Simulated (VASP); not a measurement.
# SiO: relaxation of cell and atoms with PBEsol

SiO:

```
CELL_PARAMETERS angstrom
2.80697 0.00000 0.00000
0.00000 2.80697 0.00000
0.00000 0.00000 2.80697
ATOMIC_POSITIONS crystal
Si 0.00000 0.00000 0.00000
O 0.50000 0.50000 0.50000
```

```
Program                : VASP 6.6.1
Task                   : relaxation of cell and atoms
Functional             : PBEsol
Potentials or basis    : VASP PAW PBE potentials, release 64 (Si, O)
Cutoff                 : 600 eV
k mesh                 : 9 × 9 × 9
Occupations            : fermi-dirac, width 0.05 eV
Spin                   : no spin polarisation
Dipole correction      : no
Further INCAR settings : ALGO = Normal; EDIFF = 1e-06; IBRION = 2; EDIFFG = -0.01; NSW = 60; ISIF = 3
```

| Quantity | Value |
| --- | --- |
| Relaxed volume | 10.65 Å³/atom |
| Relaxed cell | a = 2.772 Å, b = 2.772 Å, c = 2.772 Å, α = 90.00°, β = 90.00°, γ = 90.00° |
| Space group after relaxing (to 0.05 Å) | Pm-3m (No. 221) |
| Energy gained by relaxing | 6.3 meV/atom |
| Ionic steps | 3 |
| Pressure after relaxing | 0.0 GPa |
| Band gap on the k mesh | zero (band 5 reaches 8.66 eV, above the bottom of band 6 at 7.89 eV) |

Step by step:
| step | energy change (eV) | largest force (eV/Å) | pressure (GPa) | volume (Å³) |
| --- | --- | --- | --- | --- |
| 1 | 0.0000 | 0.0000 | -4.88 | 22.12 |
| 2 | -0.0113 | 0.0000 | 1.69 | 21.06 |
| 3 | -0.0126 | 0.0000 | 0.01 | 21.31 |

Final structure:
```xyz
2
Lattice="2.7723 0.0000 0.0000 0.0000 2.7723 0.0000 0.0000 0.0000 2.7723" Properties=species:S:1:pos:R:3 pbc="T T T"
Si    0.0000    0.0000    0.0000
O     1.3862    1.3862    1.3862
```

Levels at points of the mesh, in eV from the Fermi level:
```csv
k point,band 2,band 3,band 4,band 5,band 6,band 7,band 8,band 9
"(0.00, 0.00, 0.00)",-6.88,-3.56,-3.56,-3.56,5.71,5.71,8.38,8.38
```

Wall time 7.3 s on 1 thread of Intel(R) Xeon(R) 6975P-C (Granite Rapids) (shared host), peak memory 0.13 GiB.

Caveat: the PAW data sets were made with another functional, which shifts forces and pressure a little.
